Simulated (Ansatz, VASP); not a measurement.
## Two plane-wave programs on TeWS4

File INCAR:

```
SYSTEM = TeWS4
PREC = Accurate
ENCUT = 520
EDIFF = 1E-6
ISMEAR = 0
SIGMA = 0.1
LREAL = .FALSE.
LASPH = .TRUE.
NELM = 100
ALGO = Normal
ISIF = 2
LWAVE = .FALSE.
LCHARG = .FALSE.
GGA = PE
NBANDS = 31
```

KPOINTS

```
Automatic mesh
0
G
  4 4 4
  0 0 0
```

File POSCAR:

```
TeWS4
1.0
    4.2360792700     -4.3902437900      0.0000000000
    4.2360792700      4.3902437900      0.0000000000
    0.0000000000      0.0000000000      3.8266495900
Te W S
1 1 4
Direct
    0.5000000000      0.5000000000      0.5000000000
    0.0000000000      0.0000000000      0.0000000000
    0.7953028200      0.2046971800      0.5000000000
    0.2046971800      0.7953028200      0.5000000000
    0.7049335200      0.7049335200      0.0000000000
    0.2950664800      0.2950664800      0.0000000000
```

Input for Ansatz:

```yaml
crystal:
  lattice:
    - [4.23607927, -4.39024379, 0.0]
    - [4.23607927, 4.39024379, 0.0]
    - [0.0, 0.0, 3.82664959]
  atoms:
    - { symbol: Te, position: [0.5, 0.5, 0.5] }
    - { symbol: W, position: [0.0, 0.0, 0.0] }
    - { symbol: S, position: [0.79530282, 0.20469718, 0.5] }
    - { symbol: S, position: [0.20469718, 0.79530282, 0.5] }
    - { symbol: S, position: [0.70493352, 0.70493352, 0.0] }
    - { symbol: S, position: [0.29506648, 0.29506648, 0.0] }
basis:
  ecutwfc: 420
kpoints:
  mp_grid: { grid: [4, 4, 4] }
hamiltonian:
  xc: pbe
scf:
  occupations: { method: gaussian, width: 0.1 }
  lower_state_search: "off"
output:
  forces: true
  stress: true
  eigenvalues: true
```

Change from the starting cell: species swapped into the CrWO4 type (Cmmm, No. 65).

Alike in both runs: task single point; functional PBE; k mesh 4 × 4 × 4; occupations gaussian, width 0.1 eV; no spin polarisation.

```csv
,VASP,Ansatz
version,VASP 6.6.1,Ansatz 0.2.0
potentials or method,"VASP PAW PBE potentials, release 64 (Te, W_sv, S), cutoff 520 eV","scalar-relativistic, plane waves, PAW"
valence electrons in the cell,44,54
```

|  | VASP | Ansatz | Ansatz less VASP |
| --- | --- | --- | --- |
| gap on the k mesh at the Fermi level (eV) | none | none | - |
| pressure (GPa) | -5.7 | -5.6 | +0.07 |
| traceless stress, the component that is largest in VASP (GPa) | 0.17 | 0.16 | -0.004 |
| rms of the force components (eV/Å) | 1.144 | 1.152 | +0.0078 |

Atom by atom the forces differ by 0.008 eV/Å (rms over components). A gap of «none» marks a metal or a gap that the smearing closes. VASP's potentials hold 44 valence electrons a cell and Ansatz's 54, so a difference there can come from the potentials and not from the codes.

The k mesh is coarse, so the values compare programs but aren't converged. Neither program's run includes spin-orbit coupling.
